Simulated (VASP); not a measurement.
# B (P6_3/mmc) in VASP: notebook

The runs below take B through single point, with BLYP.

Program: VASP 6.6.1. These are calculated values, not measurements. Logs are shortened: lines on timing, memory, paths and dates and some standing lists are left out, and cuts for length are marked.

### 1 The cell of the first run

The structure is hexagonal, space group P6_3/mmc (No. 194). Conventional cell: a = 1.717 Å, b = 1.717 Å, c = 21.312 Å, α = 90.00°, β = 90.00°, γ = 120.00°. Within 2.3 Å of B (site symmetry -3m) lie 6 B at 1.72 Å. Within 2.3 Å of B (site symmetry -6m2) lie 6 B at 1.72 Å.

### 2 Single point, BLYP

File INCAR:

```
PREC = Accurate
ENCUT = 520
EDIFF = 1E-7
ISMEAR = -1
SIGMA = 0.1
LREAL = F
LASPH = T
NELM = 80
ALGO = Normal
ISIF = 2
LWAVE = F
LCHARG = F
GGA = B5
ALDAX = 1.0
AGGAX = 1.0
AGGAC = 1.0
ALDAC = 0.0
NBANDS = 14
```

File KPOINTS:

```
regular mesh
0
Gamma
  17 17 5
```

File POSCAR:

```
B
1.0
    1.7170304989      0.0000000000      0.0000000000
   -0.8585152494      1.4869920311      0.0000000000
    0.0000000000      0.0000000000     21.3120548611
B
4
Direct
    0.0000000000      1.0000000000      0.0000000000
    0.0000000000      1.0000000000      0.5000000000
    0.3333333333      0.6666666667      0.2500000000
    0.6666666667      0.3333333333      0.7500000000
```

Potentials or basis: VASP PAW PBE potentials, release 64 (B).

Command:

```sh
$ cat potpaw_PBE.64/B/POTCAR > POTCAR
$ mpirun -np 1 vasp_std > vasp.out
```

OUTCAR:

```text
PREC = Accurate
   ENCUT = 520
   EDIFF = 1E-7
   ISMEAR = -1
   LREAL = F
   LASPH = T
   NELM = 80
   ISIF = 2
   GGA = B5

 ion  position               nearest neighbor table
   1  0.000  0.000  0.000-
   2  0.000  0.000  0.500-
   3  0.333  0.667  0.250-
   4  0.667  0.333  0.750-

  LATTYP: Found a hexagonal cell.
 ALAT       =     1.7170304989
 C/A-ratio  =    12.4121585928

  Lattice vectors:

 A1 = (   1.7170304989,   0.0000000000,   0.0000000000)
 A2 = (  -0.8585152494,   1.4869920311,   0.0000000000)
 A3 = (   0.0000000000,   0.0000000000,  21.3120548611)

Analysis of symmetry for initial positions (statically):
=====================================================================
 Subroutine PRICEL returns:
 Original cell was already a primitive cell.

 Routine SETGRP: Setting up the symmetry group for a
 hexagonal supercell.

 Subroutine GETGRP returns: Found 24 space group operations
 (whereof 12 operations were pure point group operations)
 out of a pool of 24 trial point group operations.

The static configuration has the point symmetry D_3d.
 The point group associated with its full space group is D_6h.

Analysis of symmetry for dynamics (positions and initial velocities):
=====================================================================
 Subroutine PRICEL returns:
 Original cell was already a primitive cell.

 Routine SETGRP: Setting up the symmetry group for a
 hexagonal supercell.

 Subroutine GETGRP returns: Found 24 space group operations
 (whereof 12 operations were pure point group operations)
 out of a pool of 24 trial point group operations.

The dynamic configuration has the point symmetry D_3d.
 The point group associated with its full space group is D_6h.

 Subroutine INISYM returns: Found 24 space group operations
 (whereof 12 operations are pure point group operations),
 and found     1 'primitive' translations

----------------------------------------------------------------------------------------

                                     Primitive cell

  volume of cell :      54.4142

  direct lattice vectors                    reciprocal lattice vectors
     1.717030499  0.000000000  0.000000000     0.582400837  0.336249280  0.000000000
    -0.858515249  1.486992031  0.000000000     0.000000000  0.672498560  0.000000000
     0.000000000  0.000000000 21.312054861     0.000000000  0.000000000  0.046921801

  length of vectors
     1.717030499  1.717030499 21.312054861     0.672498560  0.672498560  0.046921801

  position of ions in fractional coordinates (direct lattice)
     0.000000000  0.000000000  0.000000000
     0.000000000  0.000000000  0.500000000
     0.333333333  0.666666667  0.250000000
     0.666666667  0.333333333  0.750000000

  ion indices of the primitive-cell ions
   primitive index   ion index
                 1           1
                 2           2
                 3           3
                 4           4

----------------------------------------------------------------------------------------

 KPOINTS: regular mesh

Automatic generation of k-mesh.
 Grid dimensions read from file:
 generate k-points for:   17   17    5

 Generating k-lattice:

  Cartesian coordinates                     Fractional coordinates (reciprocal lattice)
     0.034258873  0.019779369  0.000000000     0.058823529  0.000000000  0.000000000
     0.000000000  0.039558739  0.000000000     0.000000000  0.058823529  0.000000000
     0.000000000  0.000000000  0.009384360     0.000000000  0.000000000  0.200000000

  Length of vectors
     0.039558739  0.039558739  0.009384360

  Shift w.r.t. Gamma in fractional coordinates (k-lattice)
     0.000000000  0.000000000  0.000000000

 Subroutine IBZKPT returns following result:
 ===========================================

 Found     99 irreducible k-points:

 Following reciprocal coordinates:
            Coordinates               Weight
  0.000000  0.000000  0.000000      1.000000
  0.058824 -0.000000  0.000000      6.000000
  0.117647  0.000000  0.000000      6.000000
  0.176471  0.000000  0.000000      6.000000
  0.235294  0.000000  0.000000      6.000000
  0.294118  0.000000  0.000000      6.000000
[... 16 lines left out ...]
  0.411765  0.117647  0.000000     12.000000
  0.176471  0.176471  0.000000      6.000000
 [... further k-points ...]
   k-points           NKPTS =     99   k-points in BZ     NKDIM =     99   number of bands    NBANDS=     14
   number of dos      NEDOS =    301   number of ions     NIONS =      4
   total plane-waves  NPLWV =  31360
   dimension x,y,z NGX =    14 NGY =   14 NGZ =  160
   dimension x,y,z NGXF=    28 NGYF=   28 NGZF=  320
   ions per type =               4
   NGX,Y,Z   is equivalent  to a cutoff of  13.56, 13.56, 12.48 a.u.
   NGXF,Y,Z  is equivalent  to a cutoff of  27.11, 27.11, 24.96 a.u.
 SYSTEM =  unknown system
   PREC   = accura    normal or accurate (medium, high low for compatibility)
   ISTART =      0    job   : 0-new  1-cont  2-samecut
   ICHARG =      2    charge: 1-file 2-atom 10-const
   ISPIN  =      1    spin polarized calculation?
   LNONCOLLINEAR =      F non collinear calculations
   LSORBIT =      F    spin-orbit coupling
   LASPH  =      T    aspherical Exc in radial PAW
   ENCUT  =  520.0 eV  38.22 Ry    6.18 a.u.   3.19  3.19 39.63*2*pi/ulx,y,z
   NELM   =     80;   NELMIN=  2; NELMDL= -5     # of ELM steps
   EDIFF  = 0.1E-06   stopping-criterion for ELM
   LREAL  =      F    real-space projection
   EDIFFG = 0.1E-05   stopping-criterion for IOM
   NSW    =      0    number of steps for IOM
   IBRION =     -1    ionic relax: 0-MD 1-quasi-New 2-CG
   NFREE  =      0    steps in history (QN), initial steepest desc. (CG)
   ISIF   =      2    stress and relaxation
   ISYM   =      2    0-nonsym 1-usesym 2-fastsym
   POTIM  = 0.5000    time-step for ionic-motion
   TEBEG  =    0.0;   TEEND  =   0.0 temperature during run
   PSTRESS=    0.0 pullay stress
   NELECT =      12.0000    total number of electrons
   NUPDOWN=      -1.0000    fix difference up-down
   EMIN   =  10.00;   EMAX   =-10.00  energy-range for DOS
   EFERMI =   0.00;   METHOD = LEGACY
   ISMEAR =    -1;   SIGMA  =   0.10  broadening in eV -4-tet -1-fermi 0-gaus
   EFERMI_NEDOS =   21; number of points for ismear=-14 and -15
   IALGO  =     38    algorithm
   IMIX   =      4    mixing-type and parameters
     AMIX     =   0.40;   BMIX     =  1.00
     AMIX_MAG =   1.60;   BMIX_MAG =  1.00
  volume/ion in A,a.u.               =      13.60        91.80
  Fermi-wavevector in a.u.,A,eV,Ry     =   0.989080  1.869089 13.310287  0.978278
  Thomas-Fermi vector in A             =   2.120653
   LORBIT       =      0    0 simple, 1 ext, 2 COOP (PROOUT), +10 PAW based schemes
   GGA     = B5    functional components
   LHFCALC =     F    Hartree Fock is set to
   AEXX    =    0.0000 exact exchange contribution
   IVDW    =     0    specifies the selected vdW correction
   LEPSILON=     F    determine dielectric tensor
   LRPA    =     F    only Hartree local field effects (RPA)
 non-spin polarized calculation
  energy-cutoff  :      520.00
  volume of cell :       54.41
 maximum number of plane-waves:      1501
 NGX is ok and might be reduce to    14
   NGX =  7   NGY =  7   NGZ = 79

 number of electron      12.0000000 magnetization

 Free energy of the ion-electron system (eV)
  ---------------------------------------------------
  ext. energy  EPLUGINS =         0.00000000
  ---------------------------------------------------
  free energy    TOTEN  =       -21.69115065 eV

  energy without entropy =      -21.67722896  energy(sigma->0) =      -21.68418980

 E-fermi :   2.8918     XC(G=0):  -7.2411

 val. band max:        2.6328741596   @ k =   0.3529   0.2353   0.0000
 cond. band min:       3.1652264989   @ k =   0.3529  -0.0000   0.0000
 fundamental gap:      0.5323523392
 Fermi energy:         2.8918030090

 k-point     1 :       0.0000    0.0000    0.0000
  band No.  band energies     occupation
      1     -13.9500      2.00000
      2     -13.9457      2.00000
      3     -13.9457      2.00000
      4     -13.9414      2.00000
      5      -4.7456      2.00000
      6      -4.6682      2.00000
      7      -4.6682      2.00000
      8      -4.5876      2.00000
      9       4.3832      0.00000
     10       5.1636      0.00000
     11       5.1636      0.00000
     12       6.7571      0.00000
     13       8.1566      0.00000
     14      10.7014      0.00000

 k-point     2 :       0.0588   -0.0000    0.0000
  band No.  band energies     occupation
      1     -13.7945      2.00000
      2     -13.7903      2.00000
      3     -13.7903      2.00000
      4     -13.7861      2.00000
      5      -4.5199      2.00000
      6      -4.4428      2.00000
      7      -4.4428      2.00000
      8      -4.3624      2.00000
      9       4.6011      0.00000
     10       5.3820      0.00000
     11       5.3820      0.00000
     12       6.9874      0.00000
     13       8.3491      0.00000
     14      10.9073      0.00000

 k-point     3 :       0.1176    0.0000    0.0000
  band No.  band energies     occupation
      1     -13.3293      2.00000
      2     -13.3254      2.00000
      3     -13.3253      2.00000
      4     -13.3214      2.00000
      5      -3.8440      2.00000
      6      -3.7677      2.00000
      7      -3.7677      2.00000
      8      -3.6882      2.00000
      9       5.2525      0.00000
     10       6.0346      0.00000
     11       6.0346      0.00000
     12       7.6776      0.00000
     13       8.9182      0.00000
     14      11.5170      0.00000
[... 324 lines left out ...]
 k-point    23 :       0.4118    0.1176    0.0000
  band No.  band energies     occupation
      1      -5.3391      2.00000
      2      -5.3388      2.00000
      3      -5.3387      2.00000
      4      -5.3384      2.00000
      5       4.1018      0.00001
      6       4.1042      0.00001
      7       4.1043      0.00001
      8       4.1067      0.00001
      9       8.5961      0.00000
     10       8.6216      0.00000
     11       8.6216      0.00000
     12       8.6474      0.00000
     13      15.5147      0.00000
     14      15.5545      0.00000

 k-point    24 :       0.1765    0.1765    0.0000
  band No.  band energies     occupation
      1      -9.8275      2.00000
      2      -9.8252      2.00000
      3      -9.8252      2.00000
      4      -9.8229      2.00000
      5       1.2544      2.00000
      6       1.3224      2.00000
      7       1.3224      2.00000
      8       1.3931      2.00000
      9      10.0045      0.00000
     10      10.7289      0.00000
     11      10.7289      0.00000
     12      12.4400      0.00000
     13      12.8993      0.00000
     14      13.7063      0.00000

 [... further k-points ...]
[... 5 lines left out ...]
  --------------------------------------------------------------------------------------
  -------------------------------------------------------------------------------------
  Total       -0.0745214     -0.0745214      0.0407077     -0.0000000      0.0000000     -0.0000000
  in kB       -2.1942168     -2.1942168      1.1986023     -0.0000000      0.0000000     -0.0000000
  external PRESSURE =      -1.0632771 kB  Pullay stress =       0.0000000 kB

 VOLUME and BASIS-vectors are now :
 -----------------------------------------------------------------------------
  energy-cutoff  :      520.00
  volume of cell :       54.41
      direct lattice vectors                 reciprocal lattice vectors
     1.717030499  0.000000000  0.000000000     0.582400837  0.336249280  0.000000000
    -0.858515249  1.486992031  0.000000000     0.000000000  0.672498560  0.000000000
     0.000000000  0.000000000 21.312054861     0.000000000  0.000000000  0.046921801

 POSITION                                       TOTAL-FORCE (eV/Angst)
 -----------------------------------------------------------------------------------
      0.00000      0.00000      0.00000         0.000000      0.000000     -0.000000
      0.00000      0.00000     10.65603         0.000000      0.000000     -0.000000
     -0.00000      0.99133      5.32801        -0.000000     -0.000000      0.000000
      0.85852      0.49566     15.98404         0.000000      0.000000     -0.000000
 -----------------------------------------------------------------------------------
    total drift:                               -0.000000      0.000000      0.000000

  FREE ENERGIE OF THE ION-ELECTRON SYSTEM (eV)
  ---------------------------------------------------
  free  energy   TOTEN  =       -21.6911506515 eV

  energy  without entropy=      -21.6772289553  energy(sigma->0) =      -21.68418980
```

It took 52 s on 1 thread of AMD EPYC 9R45 (Zen 5), shared host; peak memory 0.17 GiB.

What came out:

```yaml
Free_energy: -21.6912 eV
Pressure: -0.1 GPa
Band_gap_on_the_k_mesh: zero (band 6 reaches 5.95 eV, above the bottom of band 7 at -4.67 eV)
```

Caveat: the PAW data sets were made with another functional, which shifts forces and pressure a little; this functional lacks dispersion, which binds the layers, so the pressure and a relaxed spacing across them are unreliable.

### 3 Single point, BLYP (volume scaled by 0.88)

File INCAR:

```
AGGAC = 1.0 ; AGGAX = 1.0
ALDAC = 0.0 ; ALDAX = 1.0
ALGO = Normal ; EDIFF = 1E-6
ENCUT = 520 ; GGA = B5
ISIF = 2 ; ISMEAR = -1
LASPH = True ; LCHARG = False
LREAL = False ; LWAVE = False
NBANDS = 14 ; NELM = 80
PREC = Accurate ; SIGMA = 0.1
```

File KPOINTS:

```
k-points
0
Gamma
  23 23 2
```

File POSCAR:

```
B
1.0
    1.6454028055      0.0000000000      0.0000000000
   -0.8227014028      1.4249606290      0.0000000000
    0.0000000000      0.0000000000     20.4230005712
B
4
Direct
    0.0000000000      1.0000000000      0.0000000000
    0.0000000000      1.0000000000      0.5000000000
    0.3333333333      0.6666666667      0.2500000000
    0.6666666667      0.3333333333      0.7500000000
```

Potentials or basis: VASP PAW PBE potentials, release 64 (B).

Command:

```sh
$ cat potpaw_PBE.64/B/POTCAR > POTCAR
$ mpirun -np 1 vasp_std > vasp.out
```

OUTCAR:

```text
EDIFF = 1E-6
   ENCUT = 520
   GGA = B5
   ISIF = 2
   ISMEAR = -1
   LASPH = True
   LREAL = False
   NELM = 80
   PREC = Accurate

 ion  position               nearest neighbor table
   1  0.000  0.000  0.000-
   2  0.000  0.000  0.500-
   3  0.333  0.667  0.250-
   4  0.667  0.333  0.750-

  LATTYP: Found a hexagonal cell.
 ALAT       =     1.6454028055
 C/A-ratio  =    12.4121585930

  Lattice vectors:

 A1 = (   1.6454028055,   0.0000000000,   0.0000000000)
 A2 = (  -0.8227014028,   1.4249606290,   0.0000000000)
 A3 = (   0.0000000000,   0.0000000000,  20.4230005712)

Analysis of symmetry for initial positions (statically):
=====================================================================
 Subroutine PRICEL returns:
 Original cell was already a primitive cell.

 Routine SETGRP: Setting up the symmetry group for a
 hexagonal supercell.

 Subroutine GETGRP returns: Found 24 space group operations
 (whereof 12 operations were pure point group operations)
[... 182 lines left out ...]
      5      -4.8839      2.00000
      6      -4.7931      2.00000
      7      -4.7930      2.00000
      8      -4.6982      2.00000
      9       4.8828      0.00001
     10       5.7409      0.00000
     11       5.7409      0.00000
     12       7.4651      0.00000
     13       9.0824      0.00000
     14      11.8460      0.00000
[... 377 lines left out ...]
      1     -13.1425      2.00000
      2     -13.1376      2.00000
      3     -13.1375      2.00000
      4     -13.1326      2.00000
      5      -3.2673      2.00000
      6      -3.1784      2.00000
      7      -3.1783      2.00000
      8      -3.0854      2.00000
      9       6.4192      0.00000
     10       7.2824      0.00000
     11       7.2825      0.00000
     12       9.1107      0.00000
     13      10.4057      0.00000
     14      13.2826      0.00000

 [... further k-points ...]

------------------------ aborting loop because EDIFF is reached ----------------------------------------

  FORCE on cell =-STRESS in cart. coord.  units (eV):
  Direction    XX          YY          ZZ          XY          YZ          ZX
  --------------------------------------------------------------------------------------
  -------------------------------------------------------------------------------------
  Total        8.0731526      8.0731526      0.0279859     -0.0000000      0.0000000     -0.0000000
  in kB      270.1214641    270.1214641      0.9363858     -0.0000000      0.0000000     -0.0000000
  external PRESSURE =     180.3931046 kB  Pullay stress =       0.0000000 kB

 VOLUME and BASIS-vectors are now :
 -----------------------------------------------------------------------------
  energy-cutoff  :      520.00
  volume of cell :       47.88
      direct lattice vectors                 reciprocal lattice vectors
     1.645402806  0.000000000  0.000000000     0.607753917  0.350886888  0.000000000
    -0.822701403  1.424960629  0.000000000     0.000000000  0.701773775  0.000000000
     0.000000000  0.000000000 20.423000571     0.000000000  0.000000000  0.048964402

 POSITION                                       TOTAL-FORCE (eV/Angst)
 -----------------------------------------------------------------------------------
      0.00000      0.00000      0.00000        -0.000000      0.000000     -0.000000
      0.00000      0.00000     10.21150        -0.000000      0.000000     -0.000000
     -0.00000      0.94997      5.10575         0.000000     -0.000000     -0.000000
      0.82270      0.47499     15.31725        -0.000000      0.000000      0.000000
 -----------------------------------------------------------------------------------
    total drift:                               -0.000000      0.000000      0.000000

  FREE ENERGIE OF THE ION-ELECTRON SYSTEM (eV)
  ---------------------------------------------------
  free  energy   TOTEN  =       -21.3299257584 eV

  energy  without entropy=      -21.3039407796  energy(sigma->0) =      -21.31693327
```

Run time: 38 s. Hardware: 1 thread of AMD EPYC 9R45 (Zen 5), shared host; peak memory 0.16 GiB.

What came out:

* Free energy: -21.3299 eV
* Pressure: 18.0 GPa
* Band gap on the k mesh: zero (band 6 reaches 7.24 eV, above the bottom of band 7 at -4.79 eV)

Levels at points of the mesh, in eV from the Fermi level:
```
           k point  band 5  band 6  band 7  band 8  band 9  band 10  band 11  band 12
(0.00, 0.00, 0.00)   -8.56   -8.47   -8.47   -8.37    1.21     2.07     2.07     3.79
(0.00, 0.00, 0.50)   -8.53   -8.53   -8.40   -8.40    1.43     1.43     3.02     3.02
```

Caveat: the PAW data sets were made with another functional, which shifts forces and pressure a little; this functional lacks dispersion, which binds the layers, so the pressure and a relaxed spacing across them are unreliable.

(Continued in part 2 of 2.)
